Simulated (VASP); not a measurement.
A run of VASP 6.6.1 is set up as follows.

Contents of INCAR:

```
SYSTEM = CdSe
PREC = Accurate ; ENCUT = 520
EDIFF = 1E-6 ; ISMEAR = 0
SIGMA = 0.05 ; LREAL = .False.
LASPH = .True. ; NELM = 60
ALGO = Normal ; ISIF = 2
LWAVE = .False. ; LCHARG = .True.
GGA = PE ; LELF = .True.
LVHAR = .True. ; NBANDS = 16
```

KPOINTS

```
Automatic mesh
0
Gamma
  10 10 10
  0 0 0
```

POSCAR

```
CdSe
1.0
   -0.3408256141      3.0984146735      3.0984146735
    3.0984146735     -0.3408256141      3.0984146735
    2.7575890594      2.7575890594      0.0000000000
Cd Se
1 1
Direct
    0.0000000000      0.0000000000      0.0000000000
    0.7500000000      0.7500000000      0.7500000000
```

Potentials or basis: VASP PAW PBE potentials, release 64 (Cd, Se).

The run is started by

```bash
$ cat potpaw_PBE.64/Cd/POTCAR potpaw_PBE.64/Se/POTCAR > POTCAR
$ mpirun -np 1 vasp_std > vasp.out
```

Predict the pressure.

3.8 GPa.

What does it give for the largest force?

1.389 eV/Å.

Predict the band gap on the k mesh.

0.17 eV.

Stress tensor (GPa, compression positive):
```
3.96 9.29 0.00
9.29 3.96 0.00
0.00 0.00 3.52
```

Caveat: the cell differs from its parent crystal (engineering shear strain xz -0.2200, normal strain along z +0.0000); the cell stands under pressure; semilocal functionals underestimate gaps, and a narrow one can read as zero; forces of over 1 eV/Å act on the atoms, so gaps and moduli don't describe the material at rest.
